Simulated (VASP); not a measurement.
Input of a VASP 6.6.1 run:

INCAR

```
PREC     = Accurate       # precision mode
ENCUT    = 520            # plane-wave cutoff, eV
EDIFF    = 1E-6           # SCF threshold, eV
ISMEAR   = 0              # smearing method
SIGMA    = 0.01           # smearing width, eV
LREAL    = False          # projectors in reciprocal space
LASPH    = True           # aspherical terms in the spheres
NELM     = 100            # most SCF steps
ALGO     = Normal         # electronic algorithm
ISIF     = 2              # what is computed and relaxed
LWAVE    = False          # write WAVECAR
LCHARG   = False          # write CHGCAR
GGA      = PE             # functional
NBANDS   = 28             # bands
```

KPOINTS

```
regular mesh
0
Gamma
  10 10 8
```

POSCAR

```
SnO
1.0
    3.8679333334      0.0000000000      0.0000000000
    0.0000000000      3.8679333334      0.0000000000
    0.0000000000      0.0000000000      5.0735697201
Sn O
2 2
Direct
    0.0000000000      0.5000000000      0.2284938125
    0.5000000000      0.0000000000      0.7715061875
    0.0000000000      0.0000000000      0.0000000000
    0.5000000000      0.5000000000      0.0000000000
```

Potentials or basis: VASP PAW PBE potentials, release 64 (Sn_d, O).

Launch:

```bash
$ cat potpaw_PBE.64/Sn_d/POTCAR potpaw_PBE.64/O/POTCAR > POTCAR
$ mpirun -np 1 vasp_std > vasp.out
```

Q: What does it give for the pressure?

A: 0.2 GPa.

Q: Estimate the largest force.

A: 0.078 eV/Å.

Forces on the atoms (eV/Å):
```
Sn   0.000  0.000  0.078
Sn   0.000  0.000 -0.078
O    0.000  0.000  0.000
O    0.000  0.000  0.000
```
